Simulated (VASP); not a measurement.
# Ga (Cmce) in VASP: single point with PBE

Aim: the single point of Ga with PBE.

Everything below comes from runs of VASP 6.6.1. Logs are shortened: lines on timing, memory, paths and dates and some standing lists are left out, and cuts for length are marked.

### Step 1. The cell of the first run

Symmetry: Cmce, No. 64, orthorhombic system. Conventional cell: a = 4.578 Å, b = 7.717 Å, c = 4.598 Å, α = 90.00°, β = 90.00°, γ = 90.00°. Within 3.3 Å of Ga (site symmetry m) lie 7 Ga at 2.53 to 2.81 Å.

### Step 2. Single point, PBE

File INCAR:

```
ALGO = Normal
EDIFF = 1E-7
ENCUT = 520
GGA = PE
ISIF = 2
ISMEAR = 0
LASPH = True
LCHARG = False
LREAL = False
LWAVE = False
NBANDS = 34
NELM = 60
PREC = Accurate
SIGMA = 0.05
```

File KPOINTS:

```
k-points
0
Gamma
  6 6 4
```

File POSCAR:

```
Ga
1.0
    2.2891118199     -3.8587490424      0.0000000000
    2.2891118199      3.8587490424      0.0000000000
    0.0000000000      0.0000000000      4.5983959656
Ga
4
Direct
    0.3436660796      0.6563339204      0.5835543128
    0.6563339204      0.3436660796      0.4164456872
    0.8436660796      0.1563339204      0.9164456872
    0.1563339204      0.8436660796      0.0835543128
```

Potentials or basis: VASP PAW PBE potentials, release 64 (Ga_d).

On the command line:

```sh
cat potpaw_PBE.64/Ga_d/POTCAR > POTCAR
mpirun -np 1 vasp_std > vasp.out
```

OUTCAR:

```text
EDIFF = 1E-7
   ENCUT = 520
   GGA = PE
   ISIF = 2
   ISMEAR = 0
   LASPH = True
   LREAL = False
   NELM = 60
   PREC = Accurate

 ion  position               nearest neighbor table
   1  0.344  0.656  0.584-   2 2.53   4 2.72   4 2.72   3 2.75   3 2.75   2 2.81   2 2.81
   2  0.656  0.344  0.416-   1 2.53   3 2.72   3 2.72   4 2.75   4 2.75   1 2.81   1 2.81
   3  0.844  0.156  0.916-   4 2.53   2 2.72   2 2.72   1 2.75   1 2.75   4 2.81   4 2.81
   4  0.156  0.844  0.084-   3 2.53   1 2.72   1 2.72   2 2.75   2 2.75   3 2.81   3 2.81

  LATTYP: Found a base centered orthorhombic cell.
 ALAT       =     4.5782236398
 B/A-ratio  =     1.6856970502
 C/A-ratio  =     1.0044061469

  Lattice vectors:

 A1 = (   2.2891118199,  -3.8587490424,   0.0000000000)
 A2 = (   2.2891118199,   3.8587490424,   0.0000000000)
 A3 = (   0.0000000000,   0.0000000000,   4.5983959656)

Analysis of symmetry for initial positions (statically):
=====================================================================
 Subroutine PRICEL returns:
 Original cell was already a primitive cell.

 Routine SETGRP: Setting up the symmetry group for a
 base centered orthorhombic supercell.

 Subroutine GETGRP returns: Found  8 space group operations
 (whereof  4 operations were pure point group operations)
 out of a pool of  8 trial point group operations.

The static configuration has the point symmetry C_2h.
 The point group associated with its full space group is D_2h.

Analysis of symmetry for dynamics (positions and initial velocities):
=====================================================================
 Subroutine PRICEL returns:
 Original cell was already a primitive cell.

 Routine SETGRP: Setting up the symmetry group for a
 base centered orthorhombic supercell.

 Subroutine GETGRP returns: Found  8 space group operations
 (whereof  4 operations were pure point group operations)
 out of a pool of  8 trial point group operations.

The dynamic configuration has the point symmetry C_2h.
 The point group associated with its full space group is D_2h.

 Subroutine INISYM returns: Found  8 space group operations
 (whereof  4 operations are pure point group operations),
 and found     1 'primitive' translations

----------------------------------------------------------------------------------------

                                     Primitive cell

  volume of cell :      81.2363

  direct lattice vectors                    reciprocal lattice vectors
     2.289111820 -3.858749042  0.000000000     0.218425328 -0.129575672  0.000000000
     2.289111820  3.858749042  0.000000000     0.218425328  0.129575672  0.000000000
     0.000000000  0.000000000  4.598395966     0.000000000  0.000000000  0.217467136

  length of vectors
     4.486644302  4.486644302  4.598395966     0.253967476  0.253967476  0.217467136

  position of ions in fractional coordinates (direct lattice)
     0.343666080  0.656333920  0.583554313
     0.656333920  0.343666080  0.416445687
     0.843666080  0.156333920  0.916445687
     0.156333920  0.843666080  0.083554313

  ion indices of the primitive-cell ions
   primitive index   ion index
                 1           1
                 2           2
                 3           3
                 4           4

----------------------------------------------------------------------------------------

 KPOINTS: k-points

Automatic generation of k-mesh.
 Grid dimensions read from file:
 generate k-points for:    6    6    4

 Generating k-lattice:

  Cartesian coordinates                     Fractional coordinates (reciprocal lattice)
     0.036404221 -0.021595945  0.000000000     0.166666667 -0.000000000  0.000000000
     0.036404221  0.021595945  0.000000000    -0.000000000  0.166666667  0.000000000
     0.000000000  0.000000000  0.054366784     0.000000000  0.000000000  0.250000000

  Length of vectors
     0.042327913  0.042327913  0.054366784

  Shift w.r.t. Gamma in fractional coordinates (k-lattice)
     0.000000000  0.000000000  0.000000000

 Subroutine IBZKPT returns following result:
 ===========================================

 Found     39 irreducible k-points:

 Following reciprocal coordinates:
            Coordinates               Weight
  0.000000  0.000000  0.000000      1.000000
  0.166667  0.000000  0.000000      4.000000
  0.333333  0.000000  0.000000      4.000000
  0.500000  0.000000  0.000000      2.000000
  0.166667  0.166667  0.000000      2.000000
  0.333333  0.166667  0.000000      4.000000
[... 16 lines left out ...]
  0.333333  0.333333  0.250000      4.000000
  0.500000  0.333333  0.250000      8.000000
 [... further k-points ...]
   k-points           NKPTS =     39   k-points in BZ     NKDIM =     39   number of bands    NBANDS=     34
   number of dos      NEDOS =    301   number of ions     NIONS =      4
   total plane-waves  NPLWV =  46656
   dimension x,y,z NGX =    36 NGY =   36 NGZ =   36
   dimension x,y,z NGXF=    72 NGYF=   72 NGZF=   72
   ions per type =               4
   NGX,Y,Z   is equivalent  to a cutoff of  13.34, 13.34, 13.02 a.u.
   NGXF,Y,Z  is equivalent  to a cutoff of  26.68, 26.68, 26.03 a.u.
 SYSTEM =  unknown system
   PREC   = accura    normal or accurate (medium, high low for compatibility)
   ISTART =      0    job   : 0-new  1-cont  2-samecut
   ICHARG =      2    charge: 1-file 2-atom 10-const
   ISPIN  =      1    spin polarized calculation?
   LNONCOLLINEAR =      F non collinear calculations
   LSORBIT =      F    spin-orbit coupling
   LASPH  =      T    aspherical Exc in radial PAW
   ENCUT  =  520.0 eV  38.22 Ry    6.18 a.u.   8.34  8.34  8.55*2*pi/ulx,y,z
   NELM   =     60;   NELMIN=  2; NELMDL= -5     # of ELM steps
   EDIFF  = 0.1E-06   stopping-criterion for ELM
   LREAL  =      F    real-space projection
   EDIFFG = 0.1E-05   stopping-criterion for IOM
   NSW    =      0    number of steps for IOM
   IBRION =     -1    ionic relax: 0-MD 1-quasi-New 2-CG
   NFREE  =      0    steps in history (QN), initial steepest desc. (CG)
   ISIF   =      2    stress and relaxation
   ISYM   =      2    0-nonsym 1-usesym 2-fastsym
   POTIM  = 0.5000    time-step for ionic-motion
   TEBEG  =    0.0;   TEEND  =   0.0 temperature during run
   PSTRESS=    0.0 pullay stress
   NELECT =      52.0000    total number of electrons
   NUPDOWN=      -1.0000    fix difference up-down
   EMIN   =  10.00;   EMAX   =-10.00  energy-range for DOS
   EFERMI =   0.00;   METHOD = LEGACY
   ISMEAR =     0;   SIGMA  =   0.05  broadening in eV -4-tet -1-fermi 0-gaus
   EFERMI_NEDOS =   21; number of points for ismear=-14 and -15
   IALGO  =     38    algorithm
   IMIX   =      4    mixing-type and parameters
     AMIX     =   0.40;   BMIX     =  1.00
     AMIX_MAG =   1.60;   BMIX_MAG =  1.00
  volume/ion in A,a.u.               =      20.31       137.05
  Fermi-wavevector in a.u.,A,eV,Ry     =   1.410888  2.666192 27.083838  1.990606
  Thomas-Fermi vector in A             =   2.532796
   LORBIT       =      0    0 simple, 1 ext, 2 COOP (PROOUT), +10 PAW based schemes
   GGA     = PE    functional components
   LHFCALC =     F    Hartree Fock is set to
   AEXX    =    0.0000 exact exchange contribution
   IVDW    =     0    specifies the selected vdW correction
   LEPSILON=     F    determine dielectric tensor
   LRPA    =     F    only Hartree local field effects (RPA)
 non-spin polarized calculation
 Gauss-broadening in eV      SIGMA  =   0.05
  energy-cutoff  :      520.00
  volume of cell :       81.24
 maximum number of plane-waves:      2214
 NGX is ok and might be reduce to    36
   NGX = 17   NGY = 17   NGZ = 17

 number of electron      52.0000011 magnetization

 Free energy of the ion-electron system (eV)
  ---------------------------------------------------
  ext. energy  EPLUGINS =         0.00000000
  ---------------------------------------------------
  free energy    TOTEN  =       -11.68518583 eV

  energy without entropy =      -11.68376628  energy(sigma->0) =      -11.68447605

 E-fermi :   4.6210     XC(G=0): -10.4706

 val. band max:        4.5973697505   @ k =   0.1667   0.1667   0.0000
 cond. band min:       4.7393825662   @ k =   0.0000   0.0000   0.5000
 fundamental gap:      0.1420128157
 Fermi energy:         4.6210015413

 k-point     1 :       0.0000    0.0000    0.0000
  band No.  band energies     occupation
      1     -10.3775      2.00000
      2     -10.3704      2.00000
      3     -10.3448      2.00000
      4     -10.3296      2.00000
      5     -10.3087      2.00000
      6     -10.2872      2.00000
[... 26 lines left out ...]
     33      11.3848      0.00000
     34      11.9693      0.00000

 k-point     2 :       0.1667    0.0000    0.0000
  band No.  band energies     occupation
      1     -10.3800      2.00000
      2     -10.3601      2.00000
      3     -10.3520      2.00000
      4     -10.3382      2.00000
      5     -10.2956      2.00000
      6     -10.2769      2.00000
[... 26 lines left out ...]
     33      11.0807      0.00000
     34      11.7966      0.00000

 k-point     3 :       0.3333    0.0000    0.0000
  band No.  band energies     occupation
      1     -10.3785      2.00000
      2     -10.3581      2.00000
      3     -10.3575      2.00000
      4     -10.3305      2.00000
      5     -10.2968      2.00000
      6     -10.2935      2.00000
[... 26 lines left out ...]
     33      10.4271      0.00000
     34      11.8710      0.00000
[... 704 lines left out ...]
 k-point    23 :       0.3333    0.3333    0.2500
  band No.  band energies     occupation
      1     -10.4220      2.00000
      2     -10.3725      2.00000
      3     -10.3609      2.00000
      4     -10.3179      2.00000
      5     -10.3052      2.00000
      6     -10.2681      2.00000
[... 26 lines left out ...]
     33      11.9388      0.00000
     34      12.4965      0.00000

 k-point    24 :       0.5000    0.3333    0.2500
  band No.  band energies     occupation
      1     -10.4195      2.00000
      2     -10.3711      2.00000
      3     -10.3516      2.00000
      4     -10.3279      2.00000
      5     -10.3119      2.00000
      6     -10.2951      2.00000
[... 26 lines left out ...]
     33      12.2263      0.00000
     34      13.1695      0.00000

 [... further k-points ...]

------------------------ aborting loop because EDIFF is reached ----------------------------------------

  FORCE on cell =-STRESS in cart. coord.  units (eV):
  Direction    XX          YY          ZZ          XY          YZ          ZX
  --------------------------------------------------------------------------------------
  -------------------------------------------------------------------------------------
  Total        0.0191101      0.1092591      0.0566259      0.0000000     -0.0000000      0.0000000
  in kB        0.3768978      2.1548558      1.1168014      0.0000000     -0.0000000      0.0000000
  external PRESSURE =       1.2161850 kB  Pullay stress =       0.0000000 kB

 VOLUME and BASIS-vectors are now :
 -----------------------------------------------------------------------------
  energy-cutoff  :      520.00
  volume of cell :       81.24
      direct lattice vectors                 reciprocal lattice vectors
     2.289111820 -3.858749042  0.000000000     0.218425328 -0.129575672  0.000000000
     2.289111820  3.858749042  0.000000000     0.218425328  0.129575672  0.000000000
     0.000000000  0.000000000  4.598395966     0.000000000  0.000000000  0.217467136

 POSITION                                       TOTAL-FORCE (eV/Angst)
 -----------------------------------------------------------------------------------
      2.28911      1.20651      2.68341         0.000000      0.000415      0.004647
      2.28911     -1.20651      1.91498         0.000000     -0.000415     -0.004647
      2.28911     -2.65224      4.21418         0.000000      0.000415     -0.004647
      2.28911      2.65224      0.38422         0.000000     -0.000415      0.004647
 -----------------------------------------------------------------------------------
    total drift:                               -0.000000      0.000000      0.000000

  FREE ENERGIE OF THE ION-ELECTRON SYSTEM (eV)
  ---------------------------------------------------
  free  energy   TOTEN  =       -11.6851858320 eV

  energy  without entropy=      -11.6837662753  energy(sigma->0) =      -11.68447605
```

Run time: 78 s. Hardware: 1 thread of Intel Xeon Platinum 8488C (Sapphire Rapids), shared host; peak memory 0.23 GiB.

Results:

```
Free energy            : -11.6852 eV
Pressure               : 0.1 GPa
Largest force          : 0.005 eV/Å
Band gap on the k mesh : zero (band 26 reaches 4.91 eV, above the bottom of band 27 at 3.77 eV)
```

Forces on the atoms (eV/Å):
```
Ga   0.000  0.000  0.005
Ga   0.000  0.000 -0.005
Ga   0.000  0.000 -0.005
Ga   0.000  0.000  0.005
```

Stress tensor (GPa, compression positive):
```
0.04 0.00 0.00
0.00 0.22 0.00
0.00 0.00 0.11
```
